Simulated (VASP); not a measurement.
# Os (P6_3/mmc) in VASP: further runs

Os is run at these levels: r2SCAN; tasks: electric field gradients.

All numbers are computed with VASP 6.6.1; they aren't measurements. Logs are shortened: lines on timing, memory, paths and dates and some standing lists are left out, and cuts for length are marked.

**1. The cell of the first run**

It takes space group P6_3/mmc (No. 194, hexagonal). The conventional cell has a = 2.734 Å, b = 2.734 Å, c = 4.320 Å, α = 90.00°, β = 90.00°, γ = 120.00°. Os (site symmetry -6m2) has 12 Os at 2.68 to 2.73 Å within 3.5 Å.

**2. Electric field gradients, r2SCAN**

POSCAR reads:

```
Os
1.0
    2.7341000000      0.0000000000      0.0000000000
   -1.3670500000      2.3678000565      0.0000000000
    0.0000000000      0.0000000000      4.3197000000
Os
2
Direct
    0.3333333333      0.6666666667      0.2500000000
    0.6666666667      0.3333333333      0.7500000000
```

INCAR.step1 reads:

```
SYSTEM = Os
ALGO = Normal
EDIFF = 1E-4
ENCUT = 520
GGA = PE
ISMEAR = -1
LASPH = .True.
LCHARG = .False.
LREAL = .False.
LWAVE = .True.
NBANDS = 15
NELM = 80
PREC = Accurate
SIGMA = 0.05
```

INCAR.step2 reads:

```
SYSTEM = Os
ALGO = Normal
EDIFF = 1E-8
ENCUT = 520
ISIF = 2
ISMEAR = -1
ISTART = 1
LASPH = .True.
LCHARG = .False.
LEFG = .True.
LMIXTAU = .True.
LREAL = .False.
LWAVE = .False.
METAGGA = R2SCAN
NBANDS = 15
NELM = 80
PREC = Accurate
SIGMA = 0.05
```

KPOINTS reads:

```
k-points
0
Gamma
  13 13 7
  0 0 0
```

Potentials or basis: VASP PAW PBE potentials, release 64 (Os).

Command:

```
cat potpaw_PBE.64/Os/POTCAR > POTCAR
cp INCAR.step1 INCAR
mpirun -np 1 vasp_std > vasp.out
cp INCAR.step2 INCAR
mpirun -np 1 vasp_std > vasp.out
```

OUTCAR:

```text
SYSTEM = Os
   EDIFF = 1E-8
   ENCUT = 520
   ISIF = 2
   ISMEAR = -1
   ISTART = 1
   LASPH = .True.
   LREAL = .False.
   METAGGA = R2SCAN
   NELM = 80
   PREC = Accurate

 ion  position               nearest neighbor table
   1  0.333  0.667  0.250-   2 2.68   2 2.68   2 2.68   2 2.68   2 2.68   2 2.68
   2  0.667  0.333  0.750-   1 2.68   1 2.68   1 2.68   1 2.68   1 2.68   1 2.68

  LATTYP: Found a hexagonal cell.
 ALAT       =     2.7341000000
 C/A-ratio  =     1.5799348963

  Lattice vectors:

 A1 = (   2.7341000000,   0.0000000000,   0.0000000000)
 A2 = (  -1.3670500000,   2.3678000565,   0.0000000000)
 A3 = (   0.0000000000,   0.0000000000,   4.3197000000)

Analysis of symmetry for initial positions (statically):
=====================================================================
 Subroutine PRICEL returns:
 Original cell was already a primitive cell.

 Routine SETGRP: Setting up the symmetry group for a
 hexagonal supercell.

 Subroutine GETGRP returns: Found 24 space group operations
 (whereof 12 operations were pure point group operations)
 out of a pool of 24 trial point group operations.

The static configuration has the point symmetry D_3d.
 The point group associated with its full space group is D_6h.

Analysis of symmetry for dynamics (positions and initial velocities):
=====================================================================
 Subroutine PRICEL returns:
 Original cell was already a primitive cell.

 Routine SETGRP: Setting up the symmetry group for a
 hexagonal supercell.

 Subroutine GETGRP returns: Found 24 space group operations
 (whereof 12 operations were pure point group operations)
 out of a pool of 24 trial point group operations.

The dynamic configuration has the point symmetry D_3d.
 The point group associated with its full space group is D_6h.

 Subroutine INISYM returns: Found 24 space group operations
 (whereof 12 operations are pure point group operations),
 and found     1 'primitive' translations

----------------------------------------------------------------------------------------

                                     Primitive cell

  volume of cell :      27.9649

  direct lattice vectors                    reciprocal lattice vectors
     2.734100000  0.000000000  0.000000000     0.365751070  0.211166479  0.000000000
    -1.367050000  2.367800057  0.000000000     0.000000000  0.422332957  0.000000000
     0.000000000  0.000000000  4.319700000     0.000000000  0.000000000  0.231497558

  length of vectors
     2.734100000  2.734100000  4.319700000     0.422332957  0.422332957  0.231497558

  position of ions in fractional coordinates (direct lattice)
     0.333333333  0.666666667  0.250000000
     0.666666667  0.333333333  0.750000000

  ion indices of the primitive-cell ions
   primitive index   ion index
                 1           1
                 2           2

----------------------------------------------------------------------------------------

 KPOINTS: k-points

Automatic generation of k-mesh.
 Grid dimensions read from file:
 generate k-points for:   13   13    7

 Generating k-lattice:

  Cartesian coordinates                     Fractional coordinates (reciprocal lattice)
     0.028134698  0.016243575  0.000000000     0.076923077 -0.000000000  0.000000000
     0.000000000  0.032487151  0.000000000     0.000000000  0.076923077  0.000000000
     0.000000000  0.000000000  0.033071080     0.000000000  0.000000000  0.142857143

  Length of vectors
     0.032487151  0.032487151  0.033071080

  Shift w.r.t. Gamma in fractional coordinates (k-lattice)
     0.000000000  0.000000000  0.000000000

 Subroutine IBZKPT returns following result:
 ===========================================

 Found     84 irreducible k-points:

 Following reciprocal coordinates:
            Coordinates               Weight
  0.000000  0.000000  0.000000      1.000000
  0.076923  0.000000  0.000000      6.000000
  0.153846  0.000000  0.000000      6.000000
  0.230769  0.000000  0.000000      6.000000
  0.307692  0.000000  0.000000      6.000000
  0.384615  0.000000  0.000000      6.000000
[... 16 lines left out ...]
  0.076923  0.000000  0.142857     12.000000
  0.153846  0.000000  0.142857     12.000000
 [... further k-points ...]
   k-points           NKPTS =     84   k-points in BZ     NKDIM =     84   number of bands    NBANDS=     15
   number of dos      NEDOS =    301   number of ions     NIONS =      2
   total plane-waves  NPLWV =  12800
   dimension x,y,z NGX =    20 NGY =   20 NGZ =   32
   dimension x,y,z NGXF=    40 NGYF=   40 NGZF=   64
   ions per type =               2
   NGX,Y,Z   is equivalent  to a cutoff of  12.16, 12.16, 12.32 a.u.
   NGXF,Y,Z  is equivalent  to a cutoff of  24.32, 24.32, 24.63 a.u.
 SYSTEM =  Os
   PREC   = accura    normal or accurate (medium, high low for compatibility)
   ISTART =      1    job   : 0-new  1-cont  2-samecut
   ICHARG =      0    charge: 1-file 2-atom 10-const
   ISPIN  =      1    spin polarized calculation?
   LNONCOLLINEAR =      F non collinear calculations
   LSORBIT =      F    spin-orbit coupling
   LASPH  =      T    aspherical Exc in radial PAW
   ENCUT  =  520.0 eV  38.22 Ry    6.18 a.u.   5.08  5.08  8.03*2*pi/ulx,y,z
   NELM   =     80;   NELMIN=  2; NELMDL=  0     # of ELM steps
   EDIFF  = 0.1E-07   stopping-criterion for ELM
   LREAL  =      F    real-space projection
   EDIFFG = 0.1E-06   stopping-criterion for IOM
   NSW    =      0    number of steps for IOM
   IBRION =     -1    ionic relax: 0-MD 1-quasi-New 2-CG
   NFREE  =      0    steps in history (QN), initial steepest desc. (CG)
   ISIF   =      2    stress and relaxation
   ISYM   =      2    0-nonsym 1-usesym 2-fastsym
   POTIM  = 0.5000    time-step for ionic-motion
   TEBEG  =    0.0;   TEEND  =   0.0 temperature during run
   PSTRESS=    0.0 pullay stress
   NELECT =      16.0000    total number of electrons
   NUPDOWN=      -1.0000    fix difference up-down
   EMIN   =  10.00;   EMAX   =-10.00  energy-range for DOS
   EFERMI =   0.00;   METHOD = LEGACY
   ISMEAR =    -1;   SIGMA  =   0.05  broadening in eV -4-tet -1-fermi 0-gaus
   EFERMI_NEDOS =   21; number of points for ismear=-14 and -15
   IALGO  =     38    algorithm
   IMIX   =      4    mixing-type and parameters
     AMIX     =   0.40;   BMIX     =  1.00
     AMIX_MAG =   1.60;   BMIX_MAG =  1.00
  volume/ion in A,a.u.               =      13.98        94.36
  Fermi-wavevector in a.u.,A,eV,Ry     =   1.359076  2.568282 25.131161  1.847088
  Thomas-Fermi vector in A             =   2.485855
   LORBIT       =      0    0 simple, 1 ext, 2 COOP (PROOUT), +10 PAW based schemes
   METAGGA = R2SCAN    functional components
   LHFCALC =     F    Hartree Fock is set to
   AEXX    =    0.0000 exact exchange contribution
   IVDW    =     0    specifies the selected vdW correction
   LEPSILON=     F    determine dielectric tensor
   LRPA    =     F    only Hartree local field effects (RPA)
 non-spin polarized calculation
  energy-cutoff  :      520.00
  volume of cell :       27.96
 maximum number of plane-waves:       766
   NGX = 11   NGY = 11   NGZ = 17

 number of electron      15.9999999 magnetization

 Free energy of the ion-electron system (eV)
  ---------------------------------------------------
  ext. energy  EPLUGINS =         0.00000000
  ---------------------------------------------------
  free energy    TOTEN  =      -106.01186953 eV

  energy without entropy =     -106.00365259  energy(sigma->0) =     -106.00776106

 E-fermi :   9.3437     XC(G=0): -15.3922

 val. band max:        9.3080423837   @ k =   0.3077   0.3077   0.2857
 cond. band min:       9.4181028609   @ k =   0.3846   0.2308   0.2857
 fundamental gap:      0.1100604772
 Fermi energy:         9.3436859237

 k-point     1 :       0.0000    0.0000    0.0000
  band No.  band energies     occupation
      1      -2.1689      2.00000
      2       1.1276      2.00000
      3       6.0938      2.00000
      4       6.0938      2.00000
      5       6.3637      2.00000
      6       6.9625      2.00000
      7       6.9625      2.00000
      8       7.6312      2.00000
      9       7.6312      2.00000
     10       9.2783      1.57393
     11      11.0237      0.00000
     12      11.0237      0.00000
     13      18.8446      0.00000
     14      24.0496      0.00000
     15      26.8476      0.00000

 k-point     2 :       0.0769    0.0000    0.0000
  band No.  band energies     occupation
      1      -1.9184      2.00000
      2       1.3485      2.00000
      3       5.6249      2.00000
      4       6.3139      2.00000
      5       6.7405      2.00000
      6       6.8426      2.00000
      7       7.1676      2.00000
      8       7.2992      2.00000
      9       7.4570      2.00000
     10       8.3400      2.00000
     11      11.1428      0.00000
     12      12.3599      0.00000
     13      18.8226      0.00000
     14      24.5590      0.00000
     15      27.1691      0.00000

 k-point     3 :       0.1538    0.0000    0.0000
  band No.  band energies     occupation
      1      -1.2081      2.00000
      2       1.9166      2.00000
      3       5.0111      2.00000
      4       6.1020      2.00000
      5       6.4228      2.00000
      6       6.9571      2.00000
      7       7.0356      2.00000
      8       7.4015      2.00000
      9       7.6971      2.00000
     10       7.7635      2.00000
     11      11.4090      0.00000
     12      14.4250      0.00000
     13      18.7011      0.00000
     14      25.6962      0.00000
     15      27.7428      0.00000
[... 343 lines left out ...]
 k-point    23 :       0.0769    0.0000    0.1429
  band No.  band energies     occupation
      1      -1.6593      2.00000
      2       1.3888      2.00000
      3       5.5952      2.00000
      4       6.1249      2.00000
      5       6.3535      2.00000
      6       6.4839      2.00000
      7       6.9825      2.00000
      8       7.7351      2.00000
      9       7.9025      2.00000
     10       8.1253      2.00000
     11      11.1441      0.00000
     12      11.9590      0.00000
     13      20.0215      0.00000
     14      24.0826      0.00000
     15      27.4694      0.00000

 k-point    24 :       0.1538    0.0000    0.1429
  band No.  band energies     occupation
      1      -0.9694      2.00000
      2       1.9816      2.00000
      3       5.0476      2.00000
      4       5.5710      2.00000
      5       6.2642      2.00000
      6       6.5403      2.00000
      7       7.2455      2.00000
      8       7.4526      2.00000
      9       7.8401      2.00000
     10       8.1598      2.00000
     11      11.3561      0.00000
     12      13.5730      0.00000
     13      20.0039      0.00000
     14      25.3167      0.00000
     15      27.5015      0.00000

 [... further k-points ...]

------------------------ aborting loop because EDIFF is reached ----------------------------------------

  FORCE on cell =-STRESS in cart. coord.  units (eV):
  Direction    XX          YY          ZZ          XY          YZ          ZX
  --------------------------------------------------------------------------------------
  -------------------------------------------------------------------------------------
  Total        0.4381623      0.4381623      0.1001276     -0.0000000     -0.0000000      0.0000000
  in kB       25.1034001     25.1034001      5.7365597     -0.0000000     -0.0000000      0.0000000
  external PRESSURE =      18.6477867 kB  Pullay stress =       0.0000000 kB

 VOLUME and BASIS-vectors are now :
 -----------------------------------------------------------------------------
  energy-cutoff  :      520.00
  volume of cell :       27.96
      direct lattice vectors                 reciprocal lattice vectors
     2.734100000  0.000000000  0.000000000     0.365751070  0.211166479  0.000000000
    -1.367050000  2.367800057  0.000000000     0.000000000  0.422332957  0.000000000
     0.000000000  0.000000000  4.319700000     0.000000000  0.000000000  0.231497558

 POSITION                                       TOTAL-FORCE (eV/Angst)
 -----------------------------------------------------------------------------------
     -0.00000      1.57853      1.07993        -0.000000      0.000000      0.000000
      1.36705      0.78927      3.23977         0.000000     -0.000000      0.000000
 -----------------------------------------------------------------------------------
    total drift:                               -0.000000      0.000000     -0.000000

  FREE ENERGIE OF THE ION-ELECTRON SYSTEM (eV)
  ---------------------------------------------------
  free  energy   TOTEN  =      -106.0118695261 eV

  energy  without entropy=     -106.0036525923  energy(sigma->0) =     -106.00776106

 Electric field gradients (V/A^2)
---------------------------------------------------------------------
 ion       V_xx      V_yy      V_zz      V_xy      V_xz      V_yz
---------------------------------------------------------------------
   1      40.073    40.073   -80.146    -0.000     0.000     0.000
   2      40.073    40.073   -80.146    -0.000    -0.000     0.000
---------------------------------------------------------------------

 Electric field gradients after diagonalization (V/A^2)
 (convention: |V_zz| > |V_xx| > |V_yy|)
----------------------------------------------------------------------
 ion       V_xx      V_yy      V_zz     asymmetry (V_yy - V_xx)/ V_zz
----------------------------------------------------------------------
   1      40.073    40.073   -80.146       0.000
   2      40.073    40.073   -80.146       0.000
----------------------------------------------------------------------

           NMR quadrupolar parameters

 Cq : quadrupolar parameter    Cq=e*Q*V_zz/h
 eta: asymmetry parameters     (V_yy - V_xx)/ V_zz
 Q  : nuclear electric quadrupole moment in mb (millibarn)
----------------------------------------------------------------------
 ion       Cq(MHz)       eta       Q (mb)
----------------------------------------------------------------------
   1      -0.194       0.000       1.000
   2      -0.194       0.000       1.000
----------------------------------------------------------------------
```

Run time: 3.3 min. Hardware: 1 thread of Intel Xeon Platinum 8259CL at 2.50GHz (Skylake/Cascade Lake), shared host; peak memory 0.16 GiB.

What came out:

```
Free energy            : -106.0119 eV
Pressure               : 1.9 GPa
Band gap on the k mesh : zero (band 8 reaches 11.43 eV, above the bottom of band 9 at 7.46 eV)
```

Electric field gradients, principal values (V/Å²):
```csv
atom,least,middle,greatest (by size)
1 Os,40.073,40.073,-80.146
2 Os,40.073,40.073,-80.146
```

Caveat: without QUAD_EFG the Cq values of the log hold for a quadrupole moment of 1 mb, not for the nuclei; the PAW data sets were made with another functional, which shifts forces and pressure a little; spin-orbit coupling is left out, which moves the levels of the heavy elements.

(Part 1 of 2 ends here.)
